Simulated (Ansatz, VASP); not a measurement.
## One calculation of Ti4H5, two programs

```xyz
9
Lattice="4.2310 0.0000 0.0000 0.0000 4.2310 0.0000 0.0000 0.0000 4.5213" Properties=species:S:1:pos:R:3 pbc="T T T"
Ti    3.1472    1.0838    3.4098
Ti    1.0838    3.1472    3.4098
Ti    1.0838    1.0838    1.1115
Ti    3.1472    3.1472    1.1115
H     2.1155    0.0000    2.2607
H     2.1155    0.0000    0.0000
H     0.0000    2.1155    2.2607
H     0.0000    2.1155    0.0000
H     0.0000    0.0000    2.2607
```

Alike in both runs: functional r2SCAN; k mesh 10 × 10 × 8; occupations gaussian, width 0.1 eV; no spin polarisation.

Ansatz relaxed the structure, and its values are those at the end. VASP's run is a single point on that final structure, the one shown.

|  | VASP | Ansatz |
| --- | --- | --- |
| version | VASP 6.6.1 | Ansatz 0.2.0 |
| potentials or method | VASP PAW PBE potentials, release 64 (Ti_sv, H), cutoff 520 eV | scalar-relativistic, plane waves, PAW |
| valence electrons in the cell | 53 | 53 |

Ansatz gave:

- gap on the k mesh at the Fermi level (eV): none
- pressure (GPa): 0.0
- rms of the force components (eV/Å): 0.002

Problem. Estimate VASP's values.

Solution. gap on the k mesh at the Fermi level (eV): none; pressure (GPa): 0.4; rms of the force components (eV/Å): 0.006.

VASP's potentials were made for PBE, not for r2SCAN. A gap of «none» marks a metal or a gap that the smearing closes. The functional is the same, so the differences come from potentials, cutoffs and numerics.
